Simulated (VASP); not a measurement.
# Sn (Fd-3m) in VASP: notebook

Runs on Sn. Level: PBEsol. Tasks: single point, relaxation of cell and atoms.

Program: VASP 6.6.1. These are calculated values, not measurements. Logs are shortened: lines on timing, memory, paths and dates and some standing lists are left out, and cuts for length are marked.

**1. The cell of the first run**

It takes space group Fd-3m (No. 227, cubic). The conventional cell has a = 6.542 Å, b = 6.542 Å, c = 6.542 Å, α = 90.00°, β = 90.00°, γ = 90.00°. Within 3.7 Å of Sn (site symmetry -43m) lie 4 Sn at 2.83 Å.

**2. Single point, PBEsol**

File INCAR:

```
ALGO = Normal
EDIFF = 1E-6
ENCUT = 520
GGA = PS
ISIF = 2
ISMEAR = 0
LASPH = T
LCHARG = T
LELF = T
LREAL = F
LVHAR = T
LWAVE = F
NBANDS = 21
NELM = 60
PREC = Accurate
SIGMA = 0.15
```

File KPOINTS:

```
k-points
0
Gamma
  10 10 10
```

File POSCAR:

```
Sn
1.0
    0.0000000000      3.2707792878      3.2707792878
    3.2707792878      0.0000000000      3.2707792878
    3.2707792878      3.2707792878      0.0000000000
Sn
2
Direct
    0.5000000000      0.5000000000      0.5000000000
    0.7500000000      0.7500000000      0.7500000000
```

Potentials or basis: VASP PAW PBE potentials, release 64 (Sn_d).

Run with:

```sh
cat potpaw_PBE.64/Sn_d/POTCAR > POTCAR
mpirun -np 1 vasp_std > vasp.out
```

OUTCAR:

```text
EDIFF = 1E-6
   ENCUT = 520
   GGA = PS
   ISIF = 2
   ISMEAR = 0
   LASPH = T
   LREAL = F
   NELM = 60
   PREC = Accurate

 ion  position               nearest neighbor table
   1  0.500  0.500  0.500-   2 2.83   2 2.83   2 2.83   2 2.83
   2  0.750  0.750  0.750-   1 2.83   1 2.83   1 2.83   1 2.83

  LATTYP: Found a face centered cubic cell.
 ALAT       =     6.5415585756

  Lattice vectors:

 A1 = (   0.0000000000,   3.2707792878,   3.2707792878)
 A2 = (   3.2707792878,   0.0000000000,   3.2707792878)
 A3 = (   3.2707792878,   3.2707792878,   0.0000000000)

Analysis of symmetry for initial positions (statically):
=====================================================================
 Subroutine PRICEL returns:
 Original cell was already a primitive cell.

 Routine SETGRP: Setting up the symmetry group for a
 face centered cubic supercell.

 Subroutine GETGRP returns: Found 48 space group operations
 (whereof 24 operations were pure point group operations)
 out of a pool of 48 trial point group operations.

The static configuration has the point symmetry T_d .
 The point group associated with its full space group is O_h .

Analysis of symmetry for dynamics (positions and initial velocities):
=====================================================================
 Subroutine PRICEL returns:
 Original cell was already a primitive cell.

 Routine SETGRP: Setting up the symmetry group for a
 face centered cubic supercell.

 Subroutine GETGRP returns: Found 48 space group operations
 (whereof 24 operations were pure point group operations)
 out of a pool of 48 trial point group operations.

The dynamic configuration has the point symmetry T_d .
 The point group associated with its full space group is O_h .

 Subroutine INISYM returns: Found 48 space group operations
 (whereof 24 operations are pure point group operations),
 and found     1 'primitive' translations

----------------------------------------------------------------------------------------

                                     Primitive cell

  volume of cell :      69.9816

  direct lattice vectors                    reciprocal lattice vectors
     0.000000000  3.270779288  3.270779288    -0.152868768  0.152868768  0.152868768
     3.270779288  0.000000000  3.270779288     0.152868768 -0.152868768  0.152868768
     3.270779288  3.270779288  0.000000000     0.152868768  0.152868768 -0.152868768

  length of vectors
     4.625580428  4.625580428  4.625580428     0.264776473  0.264776473  0.264776473

  position of ions in fractional coordinates (direct lattice)
     0.500000000  0.500000000  0.500000000
     0.750000000  0.750000000  0.750000000

  ion indices of the primitive-cell ions
   primitive index   ion index
                 1           1
                 2           2

----------------------------------------------------------------------------------------

 KPOINTS: k-points

Automatic generation of k-mesh.
 Grid dimensions read from file:
 generate k-points for:   10   10   10

 Generating k-lattice:

  Cartesian coordinates                     Fractional coordinates (reciprocal lattice)
    -0.015286877  0.015286877  0.015286877     0.100000000  0.000000000  0.000000000
     0.015286877 -0.015286877  0.015286877     0.000000000  0.100000000  0.000000000
     0.015286877  0.015286877 -0.015286877     0.000000000  0.000000000  0.100000000

  Length of vectors
     0.026477647  0.026477647  0.026477647

  Shift w.r.t. Gamma in fractional coordinates (k-lattice)
     0.000000000  0.000000000  0.000000000

 Subroutine IBZKPT returns following result:
 ===========================================

 Found     47 irreducible k-points:

 Following reciprocal coordinates:
            Coordinates               Weight
  0.000000  0.000000  0.000000      1.000000
  0.100000  0.000000  0.000000      8.000000
  0.200000  0.000000  0.000000      8.000000
  0.300000  0.000000  0.000000      8.000000
  0.400000  0.000000  0.000000      8.000000
  0.500000  0.000000  0.000000      4.000000
[... 16 lines left out ...]
  0.300000  0.300000  0.000000      6.000000
  0.400000  0.300000  0.000000     24.000000
 [... further k-points ...]
   k-points           NKPTS =     47   k-points in BZ     NKDIM =     47   number of bands    NBANDS=     21
   number of dos      NEDOS =    301   number of ions     NIONS =      2
   total plane-waves  NPLWV =  46656
   dimension x,y,z NGX =    36 NGY =   36 NGZ =   36
   dimension x,y,z NGXF=    72 NGYF=   72 NGZF=   72
   ions per type =               2
   NGX,Y,Z   is equivalent  to a cutoff of  12.94, 12.94, 12.94 a.u.
   NGXF,Y,Z  is equivalent  to a cutoff of  25.88, 25.88, 25.88 a.u.
 SYSTEM =  unknown system
   PREC   = accura    normal or accurate (medium, high low for compatibility)
   ISTART =      0    job   : 0-new  1-cont  2-samecut
   ICHARG =      2    charge: 1-file 2-atom 10-const
   ISPIN  =      1    spin polarized calculation?
   LNONCOLLINEAR =      F non collinear calculations
   LSORBIT =      F    spin-orbit coupling
   LASPH  =      T    aspherical Exc in radial PAW
   ENCUT  =  520.0 eV  38.22 Ry    6.18 a.u.   8.60  8.60  8.60*2*pi/ulx,y,z
   NELM   =     60;   NELMIN=  2; NELMDL= -5     # of ELM steps
   EDIFF  = 0.1E-05   stopping-criterion for ELM
   LREAL  =      F    real-space projection
   EDIFFG = 0.1E-04   stopping-criterion for IOM
   NSW    =      0    number of steps for IOM
   IBRION =     -1    ionic relax: 0-MD 1-quasi-New 2-CG
   NFREE  =      0    steps in history (QN), initial steepest desc. (CG)
   ISIF   =      2    stress and relaxation
   ISYM   =      2    0-nonsym 1-usesym 2-fastsym
   POTIM  = 0.5000    time-step for ionic-motion
   TEBEG  =    0.0;   TEEND  =   0.0 temperature during run
   PSTRESS=    0.0 pullay stress
   NELECT =      28.0000    total number of electrons
   NUPDOWN=      -1.0000    fix difference up-down
   EMIN   =  10.00;   EMAX   =-10.00  energy-range for DOS
   EFERMI =   0.00;   METHOD = LEGACY
   ISMEAR =     0;   SIGMA  =   0.15  broadening in eV -4-tet -1-fermi 0-gaus
   EFERMI_NEDOS =   21; number of points for ismear=-14 and -15
   IALGO  =     38    algorithm
   IMIX   =      4    mixing-type and parameters
     AMIX     =   0.40;   BMIX     =  1.00
     AMIX_MAG =   1.60;   BMIX_MAG =  1.00
  volume/ion in A,a.u.               =      34.99       236.13
  Fermi-wavevector in a.u.,A,eV,Ry     =   1.206330  2.279634 19.799647  1.455233
  Thomas-Fermi vector in A             =   2.342001
   LORBIT       =      0    0 simple, 1 ext, 2 COOP (PROOUT), +10 PAW based schemes
   GGA     = PS    functional components
   LHFCALC =     F    Hartree Fock is set to
   AEXX    =    0.0000 exact exchange contribution
   IVDW    =     0    specifies the selected vdW correction
   LEPSILON=     F    determine dielectric tensor
   LRPA    =     F    only Hartree local field effects (RPA)
 non-spin polarized calculation
 Gauss-broadening in eV      SIGMA  =   0.15
  energy-cutoff  :      520.00
  volume of cell :       69.98
 maximum number of plane-waves:      1901
 NGX is ok and might be reduce to    36
   NGX = 17   NGY = 17   NGZ = 17

 number of electron      27.9999986 magnetization

 Free energy of the ion-electron system (eV)
  ---------------------------------------------------
  ext. energy  EPLUGINS =         0.00000000
  ---------------------------------------------------
  free energy    TOTEN  =        -8.46461324 eV

  energy without entropy =       -8.46156744  energy(sigma->0) =       -8.46309034

 E-fermi :   5.2073     XC(G=0):  -8.9621

 val. band max:        5.1934769744   @ k =   0.4000   0.0000   0.0000
 cond. band min:       5.3245429272   @ k =   0.0000   0.0000   0.0000
 fundamental gap:      0.1310659528
 Fermi energy:         5.2072789727

 k-point     1 :       0.0000    0.0000    0.0000
  band No.  band energies     occupation
      1     -16.3152      2.00000
      2     -16.3152      2.00000
      3     -16.3152      2.00000
      4     -16.2580      2.00000
      5     -16.2580      2.00000
      6     -15.9655      2.00000
[... 13 lines left out ...]
     20      13.1511      0.00000
     21      13.1511      0.00000

 k-point     2 :       0.1000    0.0000    0.0000
  band No.  band energies     occupation
      1     -16.3223      2.00000
      2     -16.3223      2.00000
      3     -16.3128      2.00000
      4     -16.2482      2.00000
      5     -16.2482      2.00000
      6     -15.9823      2.00000
[... 13 lines left out ...]
     20      12.4248      0.00000
     21      12.4248      0.00000

 k-point     3 :       0.2000    0.0000    0.0000
  band No.  band energies     occupation
      1     -16.3342      2.00000
      2     -16.3342      2.00000
      3     -16.3067      2.00000
      4     -16.2295      2.00000
      5     -16.2295      2.00000
      6     -16.0006      2.00000
[... 13 lines left out ...]
     20      12.0248      0.00000
     21      12.0248      0.00000

 k-point     4 :       0.3000    0.0000    0.0000
  band No.  band energies     occupation
      1     -16.3432      2.00000
      2     -16.3432      2.00000
      3     -16.2987      2.00000
      4     -16.2132      2.00000
      5     -16.2132      2.00000
      6     -16.0142      2.00000
[... 13 lines left out ...]
     20      12.2695      0.00000
     21      12.2695      0.00000

 k-point     5 :       0.4000    0.0000    0.0000
  band No.  band energies     occupation
      1     -16.3481      2.00000
      2     -16.3480      2.00000
      3     -16.2920      2.00000
      4     -16.2037      2.00000
      5     -16.2037      2.00000
      6     -16.0214      2.00000
[... 13 lines left out ...]
     20      13.1154      0.00000
     21      13.1154      0.00000
[... 382 lines left out ...]
     20      12.6141      0.00000
     21      14.0310      0.00000

 k-point    22 :      -0.2000    0.2000    0.0000
  band No.  band energies     occupation
      1     -16.3555      2.00000
      2     -16.3539      2.00000
      3     -16.2771      2.00000
      4     -16.2143      2.00000
      5     -16.1854      2.00000
      6     -16.0463      2.00000
[... 13 lines left out ...]
     20      12.8695      0.00000
     21      13.3952      0.00000

 k-point    23 :       0.3000    0.3000    0.0000
  band No.  band energies     occupation
      1     -16.3487      2.00000
      2     -16.3487      2.00000
      3     -16.3087      2.00000
      4     -16.1951      2.00000
      5     -16.1404      2.00000
      6     -16.1185      2.00000
[... 13 lines left out ...]
     20      13.8877      0.00000
     21      14.1466      0.00000

 k-point    24 :       0.4000    0.3000    0.0000
  band No.  band energies     occupation
      1     -16.3617      2.00000
      2     -16.3552      2.00000
      3     -16.2866      2.00000
      4     -16.1749      2.00000
      5     -16.1428      2.00000
      6     -16.1170      2.00000
[... 13 lines left out ...]
     20      14.3319      0.00000
     21      14.5942      0.00000

 [... further k-points ...]
[... 5 lines left out ...]
  --------------------------------------------------------------------------------------
  -------------------------------------------------------------------------------------
  Total       -0.0313597     -0.0313597     -0.0313597      0.0000000      0.0000000      0.0000000
  in kB       -0.7179570     -0.7179570     -0.7179570      0.0000000      0.0000000      0.0000000
  external PRESSURE =      -0.7179570 kB  Pullay stress =       0.0000000 kB

 VOLUME and BASIS-vectors are now :
 -----------------------------------------------------------------------------
  energy-cutoff  :      520.00
  volume of cell :       69.98
      direct lattice vectors                 reciprocal lattice vectors
     0.000000000  3.270779288  3.270779288    -0.152868768  0.152868768  0.152868768
     3.270779288  0.000000000  3.270779288     0.152868768 -0.152868768  0.152868768
     3.270779288  3.270779288  0.000000000     0.152868768  0.152868768 -0.152868768

 POSITION                                       TOTAL-FORCE (eV/Angst)
 -----------------------------------------------------------------------------------
      3.27078      3.27078      3.27078         0.000000      0.000000      0.000000
      4.90617      4.90617      4.90617        -0.000000     -0.000000     -0.000000
 -----------------------------------------------------------------------------------
    total drift:                                0.000000      0.000000      0.000000

  FREE ENERGIE OF THE ION-ELECTRON SYSTEM (eV)
  ---------------------------------------------------
  free  energy   TOTEN  =        -8.4646132400 eV

  energy  without entropy=       -8.4615674406  energy(sigma->0) =       -8.46309034
```

It took 64 s on 1 thread of Intel Xeon 8259CL, shared host; peak memory 0.22 GiB.

Results:

* Free energy: -8.4646 eV
* Pressure: -0.1 GPa
* Band gap on the k mesh: zero (band 14 reaches 5.32 eV, above the bottom of band 15 at 5.13 eV)

Caveat: the PAW data sets were made with another functional, which shifts forces and pressure a little; spin-orbit coupling is left out, which moves the levels of the heavy elements.

[end of part 1 of 2]
